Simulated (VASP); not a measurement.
# SbPt (P6_3/mmc) in VASP: notebook, part 2 of 4

VASP 6.6.1. The steps go on from the part before.

## Step 3: Single point, PBEsol (biaxial strain in the a-b plane: +4.5 %, then relaxed in part)

The input, INCAR:

```
SYSTEM = SbPt
PREC = Accurate
ENCUT = 520
EDIFF = 1E-6
ISMEAR = 0
SIGMA = 0.1
LREAL = .FALSE.
LASPH = .TRUE.
NELM = 100
ALGO = Normal
ISIF = 2
LWAVE = .FALSE.
LCHARG = .FALSE.
GGA = PS
NBANDS = 23
```

The input, KPOINTS:

```
Automatic mesh
0
G
  12 12 10
  0 0 0
```

The input, POSCAR:

```
SbPt
1.0
    4.3584691544      0.0000000000      0.0000000000
   -2.1792345772      3.7745450094      0.0000000000
    0.0000000000      0.0000000000      5.3261269156
Sb Pt
2 2
Direct
    0.3333333333      0.6666666667      0.2500000000
    0.6666666667      0.3333333333      0.7500000000
    0.0000000000      0.0000000000      0.0000000000
    0.0000000000      0.0000000000      0.5000000000
```

Potentials or basis: VASP PAW PBE potentials, release 64 (Sb, Pt).

Run with:

```console
$ cat potpaw_PBE.64/Sb/POTCAR potpaw_PBE.64/Pt/POTCAR > POTCAR
$ mpirun -np 1 vasp_std > vasp.out
```

OUTCAR:

```text
SYSTEM = SbPt
   PREC = Accurate
   ENCUT = 520
   EDIFF = 1E-6
   ISMEAR = 0
   LREAL = .FALSE.
   LASPH = .TRUE.
   NELM = 100
   ISIF = 2
   GGA = PS

 ion  position               nearest neighbor table
   1  0.333  0.667  0.250-   3 2.85   4 2.85   3 2.85   4 2.85   3 2.85   4 2.85   2 3.66   2 3.66
                             2 3.66   2 3.66   2 3.66   2 3.66
   2  0.667  0.333  0.750-   3 2.85   4 2.85   3 2.85   4 2.85   3 2.85   4 2.85   1 3.66   1 3.66
                             1 3.66   1 3.66   1 3.66   1 3.66
   3  0.000  0.000  0.000-   4 2.66   4 2.66   1 2.85   2 2.85   2 2.85   1 2.85   2 2.85   1 2.85

   4  0.000  0.000  0.500-   3 2.66   3 2.66   1 2.85   2 2.85   2 2.85   1 2.85   2 2.85   1 2.85

  LATTYP: Found a hexagonal cell.
 ALAT       =     4.3584691544
 C/A-ratio  =     1.2220178065

  Lattice vectors:

 A1 = (   4.3584691544,   0.0000000000,   0.0000000000)
 A2 = (  -2.1792345772,   3.7745450094,   0.0000000000)
 A3 = (   0.0000000000,   0.0000000000,   5.3261269156)

Analysis of symmetry for initial positions (statically):
=====================================================================
 Subroutine PRICEL returns:
 Original cell was already a primitive cell.

 Routine SETGRP: Setting up the symmetry group for a
 hexagonal supercell.

 Subroutine GETGRP returns: Found 24 space group operations
 (whereof 12 operations were pure point group operations)
 out of a pool of 24 trial point group operations.

The static configuration has the point symmetry D_3d.
 The point group associated with its full space group is D_6h.

Analysis of symmetry for dynamics (positions and initial velocities):
=====================================================================
 Subroutine PRICEL returns:
 Original cell was already a primitive cell.

 Routine SETGRP: Setting up the symmetry group for a
 hexagonal supercell.

 Subroutine GETGRP returns: Found 24 space group operations
 (whereof 12 operations were pure point group operations)
 out of a pool of 24 trial point group operations.

The dynamic configuration has the point symmetry D_3d.
 The point group associated with its full space group is D_6h.

 Subroutine INISYM returns: Found 24 space group operations
 (whereof 12 operations are pure point group operations),
 and found     1 'primitive' translations

----------------------------------------------------------------------------------------

                                     Primitive cell

  volume of cell :      87.6214

  direct lattice vectors                    reciprocal lattice vectors
     4.358469154  0.000000000  0.000000000     0.229438357  0.132466297  0.000000000
    -2.179234577  3.774545009  0.000000000     0.000000000  0.264932594  0.000000000
     0.000000000  0.000000000  5.326126916     0.000000000  0.000000000  0.187753693

  length of vectors
     4.358469154  4.358469154  5.326126916     0.264932594  0.264932594  0.187753693

  position of ions in fractional coordinates (direct lattice)
     0.333333333  0.666666667  0.250000000
     0.666666667  0.333333333  0.750000000
     0.000000000  0.000000000  0.000000000
     0.000000000  0.000000000  0.500000000

  ion indices of the primitive-cell ions
   primitive index   ion index
                 1           1
                 2           2
                 3           3
                 4           4

----------------------------------------------------------------------------------------

 KPOINTS: Automatic mesh

Automatic generation of k-mesh.
 Grid dimensions read from file:
 generate k-points for:   12   12   10

 Generating k-lattice:

  Cartesian coordinates                     Fractional coordinates (reciprocal lattice)
     0.019119863  0.011038858  0.000000000     0.083333333 -0.000000000  0.000000000
     0.000000000  0.022077716  0.000000000     0.000000000  0.083333333  0.000000000
     0.000000000  0.000000000  0.018775369     0.000000000  0.000000000  0.100000000

  Length of vectors
     0.022077716  0.022077716  0.018775369

  Shift w.r.t. Gamma in fractional coordinates (k-lattice)
     0.000000000  0.000000000  0.000000000

 Subroutine IBZKPT returns following result:
 ===========================================

 Found    114 irreducible k-points:

 Following reciprocal coordinates:
            Coordinates               Weight
  0.000000  0.000000  0.000000      1.000000
  0.083333 -0.000000  0.000000      6.000000
  0.166667 -0.000000  0.000000      6.000000
  0.250000  0.000000  0.000000      6.000000
  0.333333  0.000000  0.000000      6.000000
  0.416667 -0.000000  0.000000      6.000000
[... 16 lines left out ...]
  0.250000  0.000000  0.100000     12.000000
  0.333333  0.000000  0.100000     12.000000
 [... further k-points ...]
   k-points           NKPTS =    114   k-points in BZ     NKDIM =    114   number of bands    NBANDS=     23
   number of dos      NEDOS =    301   number of ions     NIONS =      4
   total plane-waves  NPLWV =  40960
   dimension x,y,z NGX =    32 NGY =   32 NGZ =   40
   dimension x,y,z NGXF=    64 NGYF=   64 NGZF=   80
   ions per type =               2   2
   NGX,Y,Z   is equivalent  to a cutoff of  12.21, 12.21, 12.49 a.u.
   NGXF,Y,Z  is equivalent  to a cutoff of  24.41, 24.41, 24.97 a.u.
 SYSTEM =  SbPt
   PREC   = accura    normal or accurate (medium, high low for compatibility)
   ISTART =      0    job   : 0-new  1-cont  2-samecut
   ICHARG =      2    charge: 1-file 2-atom 10-const
   ISPIN  =      1    spin polarized calculation?
   LNONCOLLINEAR =      F non collinear calculations
   LSORBIT =      F    spin-orbit coupling
   LASPH  =      T    aspherical Exc in radial PAW
   ENCUT  =  520.0 eV  38.22 Ry    6.18 a.u.   8.10  8.10  9.90*2*pi/ulx,y,z
   NELM   =    100;   NELMIN=  2; NELMDL= -5     # of ELM steps
   EDIFF  = 0.1E-05   stopping-criterion for ELM
   LREAL  =      F    real-space projection
   EDIFFG = 0.1E-04   stopping-criterion for IOM
   NSW    =      0    number of steps for IOM
   IBRION =     -1    ionic relax: 0-MD 1-quasi-New 2-CG
   NFREE  =      0    steps in history (QN), initial steepest desc. (CG)
   ISIF   =      2    stress and relaxation
   ISYM   =      2    0-nonsym 1-usesym 2-fastsym
   POTIM  = 0.5000    time-step for ionic-motion
   TEBEG  =    0.0;   TEEND  =   0.0 temperature during run
   PSTRESS=    0.0 pullay stress
   NELECT =      30.0000    total number of electrons
   NUPDOWN=      -1.0000    fix difference up-down
   EMIN   =  10.00;   EMAX   =-10.00  energy-range for DOS
   EFERMI =   0.00;   METHOD = LEGACY
   ISMEAR =     0;   SIGMA  =   0.10  broadening in eV -4-tet -1-fermi 0-gaus
   EFERMI_NEDOS =   21; number of points for ismear=-14 and -15
   IALGO  =     38    algorithm
   IMIX   =      4    mixing-type and parameters
     AMIX     =   0.40;   BMIX     =  1.00
     AMIX_MAG =   1.60;   BMIX_MAG =  1.00
  volume/ion in A,a.u.               =      21.91       147.82
  Fermi-wavevector in a.u.,A,eV,Ry     =   1.145281  2.164266 17.846320  1.311668
  Thomas-Fermi vector in A             =   2.281970
   LORBIT       =      0    0 simple, 1 ext, 2 COOP (PROOUT), +10 PAW based schemes
   GGA     = PS    functional components
   LHFCALC =     F    Hartree Fock is set to
   AEXX    =    0.0000 exact exchange contribution
   IVDW    =     0    specifies the selected vdW correction
   LEPSILON=     F    determine dielectric tensor
   LRPA    =     F    only Hartree local field effects (RPA)
 non-spin polarized calculation
 Gauss-broadening in eV      SIGMA  =   0.10
  energy-cutoff  :      520.00
  volume of cell :       87.62
 maximum number of plane-waves:      2408
   NGX = 17   NGY = 17   NGZ = 19

 number of electron      30.0000004 magnetization

 Free energy of the ion-electron system (eV)
  ---------------------------------------------------
  ext. energy  EPLUGINS =         0.00000000
  ---------------------------------------------------
  free energy    TOTEN  =       -24.50948081 eV

  energy without entropy =      -24.49783381  energy(sigma->0) =      -24.50365731

 E-fermi :   8.7466     XC(G=0): -11.1964

 val. band max:        8.7420000802   @ k =   0.3333   0.0000   0.1000
 cond. band min:       8.7658339115   @ k =   0.0000   0.0000   0.1000
 fundamental gap:      0.0238338313
 Fermi energy:         8.7466080165

 k-point     1 :       0.0000    0.0000    0.0000
  band No.  band energies     occupation
      1      -3.4535      2.00000
      2       0.3489      2.00000
      3       2.6750      2.00000
      4       2.9769      2.00000
      5       3.1923      2.00000
      6       3.1923      2.00000
[... 613 lines left out ...]
     22      14.9885      0.00000
     23      15.7193      0.00000

 [... further k-points ...]
[... 5 lines left out ...]
  --------------------------------------------------------------------------------------
  -------------------------------------------------------------------------------------
  Total       -5.2338946     -5.2338946     -0.1319351      0.0000000      0.0000000     -0.0000000
  in kB      -95.7029796    -95.7029796     -2.4124639      0.0000000      0.0000000     -0.0000000
  external PRESSURE =     -64.6061411 kB  Pullay stress =       0.0000000 kB

 VOLUME and BASIS-vectors are now :
 -----------------------------------------------------------------------------
  energy-cutoff  :      520.00
  volume of cell :       87.62
      direct lattice vectors                 reciprocal lattice vectors
     4.358469154  0.000000000  0.000000000     0.229438357  0.132466297  0.000000000
    -2.179234577  3.774545009  0.000000000     0.000000000  0.264932594  0.000000000
     0.000000000  0.000000000  5.326126916     0.000000000  0.000000000  0.187753693

 POSITION                                       TOTAL-FORCE (eV/Angst)
 -----------------------------------------------------------------------------------
     -0.00000      2.51636      1.33153         0.000000     -0.000000      0.000000
      2.17923      1.25818      3.99460        -0.000000      0.000000      0.000000
      0.00000      0.00000      0.00000        -0.000000      0.000000      0.000000
      0.00000      0.00000      2.66306        -0.000000      0.000000      0.000000
 -----------------------------------------------------------------------------------
    total drift:                               -0.000000      0.000000      0.000000

  FREE ENERGIE OF THE ION-ELECTRON SYSTEM (eV)
  ---------------------------------------------------
  free  energy   TOTEN  =       -24.5094808107 eV

  energy  without entropy=      -24.4978338135  energy(sigma->0) =      -24.50365731
```

OSZICAR:

```text
N       E                     dE             d eps       ncg     rms          rms(c)
DAV:   1     0.159404096041E+03    0.15940E+03   -0.12411E+04  5252   0.113E+03
DAV:   2    -0.182226460193E+02   -0.17763E+03   -0.16491E+03  6278   0.223E+02
DAV:   3    -0.250523786114E+02   -0.68297E+01   -0.66725E+01  6397   0.462E+01
DAV:   4    -0.251299884114E+02   -0.77610E-01   -0.77547E-01  5776   0.537E+00
DAV:   5    -0.251311833592E+02   -0.11949E-02   -0.11949E-02  6458   0.707E-01    0.122E+01
DAV:   6    -0.246514670141E+02    0.47972E+00   -0.16696E+00  5874   0.968E+00    0.607E+00
DAV:   7    -0.245403405751E+02    0.11113E+00   -0.21737E-01  5447   0.341E+00    0.321E+00
DAV:   8    -0.245101465543E+02    0.30194E-01   -0.10007E-01  5951   0.215E+00    0.437E-01
DAV:   9    -0.245097375276E+02    0.40903E-03   -0.20518E-03  5902   0.271E-01    0.281E-01
DAV:  10    -0.245094789093E+02    0.25862E-03   -0.10527E-03  5510   0.187E-01    0.258E-02
DAV:  11    -0.245094789191E+02   -0.97898E-08   -0.29640E-05  6554   0.357E-02    0.144E-02
DAV:  12    -0.245094816158E+02   -0.26968E-05   -0.30207E-06  5651   0.100E-02    0.104E-02
DAV:  13    -0.245094808107E+02    0.80518E-06   -0.29295E-07  3707   0.310E-03
   1 F= -.24509481E+02 E0= -.24503657E+02  d E =-.116470E-01
```

Wall time 2 min (1 thread of AMD EPYC 9R45 (Zen 5), shared host); peak memory 0.31 GiB.

Results:

```yaml
Free_energy: -24.5095 eV
Pressure: -6.5 GPa
Band_gap_on_the_k_mesh: zero (bands 15 and 16 overlap by 3.66 eV)
```

Stress tensor (GPa, compression positive):
```
-9.57  0.00  0.00
 0.00 -9.57  0.00
 0.00  0.00 -0.24
```

Levels at points of the mesh, in eV from the Fermi level:
| k point | band 12 | band 13 | band 14 | band 15 | band 16 | band 17 | band 18 | band 19 |
| --- | --- | --- | --- | --- | --- | --- | --- | --- |
| (0.00, 0.00, 0.00) | -1.46 | -0.24 | -0.24 | 1.37 | 2.12 | 2.39 | 2.58 | 2.99 |
| (0.50, 0.00, 0.00) | -2.59 | -2.35 | -1.55 | -1.45 | -1.01 | 2.31 | 3.92 | 4.03 |
| (0.00, 0.00, 0.50) | -3.22 | -1.22 | -1.22 | 2.11 | 2.11 | 2.11 | 2.11 | 4.61 |
| (0.50, 0.00, 0.50) | -2.88 | -2.68 | -2.68 | 0.35 | 0.35 | 1.32 | 1.32 | 4.30 |

Caveat: the cell differs from its parent crystal (biaxial strain in the a-b plane: +4.5 %, then relaxed in part); the stress differs along the axes, from -10 to -0 GPa; the PAW data sets were made with another functional, which shifts forces and pressure a little; spin-orbit coupling is left out, which moves the levels of the heavy elements.

(Part 2 of 4 ends here.)

The gap in the log of VASP goes by the Fermi energy; the results here count the filled bands.